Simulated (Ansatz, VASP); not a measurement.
**One calculation of WC, two programs**

POSCAR

```
WC
1.0
    0.0000000000      2.1926840000      2.1926840000
    2.1926840000      0.0000000000      2.1926840000
    2.1926840000      2.1926840000      0.0000000000
W C
1 1
Direct
    0.0000000000      0.0000000000      0.0000000000
    0.5000000000      0.5000000000      0.5000000000
```

Contents of INCAR.step1:

```
SYSTEM = WC
PREC = Accurate
ENCUT = 520
ISMEAR = 0
SIGMA = 0.3
LREAL = .FALSE.
LASPH = .TRUE.
NELM = 80
NBANDS = 16
GGA = PE
ALGO = Normal
EDIFF = 1E-4
LWAVE = .TRUE.
LCHARG = .FALSE.
```

The input INCAR.step2:

```
SYSTEM = WC
PREC = Accurate
ENCUT = 520
EDIFF = 1E-6
ISMEAR = 0
SIGMA = 0.3
LREAL = .FALSE.
LASPH = .TRUE.
NELM = 80
ALGO = Normal
ISIF = 2
LWAVE = .FALSE.
LCHARG = .FALSE.
METAGGA = R2SCAN
LMIXTAU = .TRUE.
IVDW = 12
VDW_S6 = 1.0
VDW_S8 = 0.78981345
VDW_A1 = 0.49484001
VDW_A2 = 5.73083694
NBANDS = 16
ISTART = 1
```

KPOINTS

```
Automatic mesh
0
G
  11 11 11
  0 0 0
```

Input for Ansatz:

```yaml
crystal:
  lattice:
    - [0.0, 2.192684, 2.192684]
    - [2.192684, 0.0, 2.192684]
    - [2.192684, 2.192684, 0.0]
  atoms:
    - { symbol: W, position: [0.0, 0.0, 0.0] }
    - { symbol: C, position: [0.5, 0.5, 0.5] }
basis:
  ecutwfc: 600.0
kpoints:
  mp_grid:
    grid: [11, 11, 11]
hamiltonian:
  xc: r2scan
  dispersion: d3bj
scf:
  convergence:
    dr2_threshold: 1.0e-09
  occupations:
    method: gaussian
    width: 0.3
output:
  stress: true
```

Alike in both runs: task single point; functional r2SCAN; dispersion D3(BJ); k mesh 11 × 11 × 11; occupations gaussian, width 0.3 eV; no spin polarisation.

```csv
,VASP,Ansatz
version,VASP 6.6.1,Ansatz 0.2.0
potentials or method,"VASP PAW PBE potentials, release 64 (W_sv, C), cutoff 520 eV","plane waves, PAW"
valence electrons in the cell,18,18
```

```tsv
	VASP	Ansatz	Ansatz less VASP
pressure (GPa)	-6.6	-8.2	-1.60
```

VASP's potentials were made for PBE, not for r2SCAN. Ansatz's warnings: dispersion damping borrowed, stress scf threshold loose.

Neither program's run includes spin-orbit coupling.
